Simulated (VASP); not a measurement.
Runs of VASP 6.6.1 on Na2S. The structure is cubic, space group Fm-3m (No. 225). Conventional cell: a = 6.511 Å, b = 6.511 Å, c = 6.511 Å, α = 90.00°, β = 90.00°, γ = 90.00°. Na (site symmetry -43m) has 4 S at 2.82 Å and 6 Na at 3.26 Å within 3.7 Å. S (site symmetry m-3m) has 8 Na at 2.82 Å within 3.7 Å. 

```csv
level,k mesh,cutoff (eV),grid for exact exchange (PRECFOCK),share of exact exchange,screening parameter,gap on the mesh (eV),pressure (GPa)
r2SCAN,6 × 6 × 6,550,-,-,-,3.11,-0.1
HSE06,6 × 6 × 6,400,Normal,0.25,0.2079 1/Å,3.52,(a)
PBE,6 × 6 × 6,500,-,-,-,2.53,0.8
PBE,8 × 8 × 8,500,-,-,-,2.53,0.8
```

Alike in all rows: task single point; potentials or basis VASP PAW PBE potentials, release 64 (Na_pv, S); no spin polarisation; cell as given; smearing gaussian 0.01 eV.

Problem. Fill in the values left out.

Solution. (a) 0.0.

Caveats: the PAW data sets were made with another functional, which shifts forces and pressure a little (at least some runs).

A k mesh can miss the band edges.
